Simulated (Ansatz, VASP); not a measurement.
PdRu4 in VASP and in Ansatz

```
Ru Pd
1.0
     4.75045    0.00000    0.00000
     0.00000    4.75045    0.00000
     0.00000    0.00000    4.59055
Ru Pd
4 1
Direct
  0.50000 0.00000 0.50000
  0.00000 0.50000 0.50000
  0.50000 0.00000 0.00000
  0.00000 0.50000 0.00000
  0.00000 0.00000 0.50000
```

Alike in both runs: task relaxation of cell and atoms; functional PBE; k mesh 8 × 8 × 8; occupations gaussian, width 0.1 eV; no spin polarisation.

|  | VASP | Ansatz |
| --- | --- | --- |
| version | VASP 6.6.1 | Ansatz 0.2.0 |
| potentials or method | VASP PAW PBE potentials, release 64 (Ru_pv, Pd), cutoff 500 eV | scalar-relativistic, plane waves, PAW |
| valence electrons in the cell | 66 | 82 |

```tsv
	VASP	Ansatz	Ansatz less VASP
gap on the k mesh at the Fermi level, each at its own relaxed structure (eV)	none	none	-
relaxed volume (Å³/atom)	20.75	20.74	-0.002
relaxed cell length with the largest relative difference (Å)	4.595	4.585	-0.0095
```

A gap of «none» marks a metal or a gap that the smearing closes. VASP's potentials hold 66 valence electrons a cell and Ansatz's 82, so a difference there can come from the potentials and not from the codes.
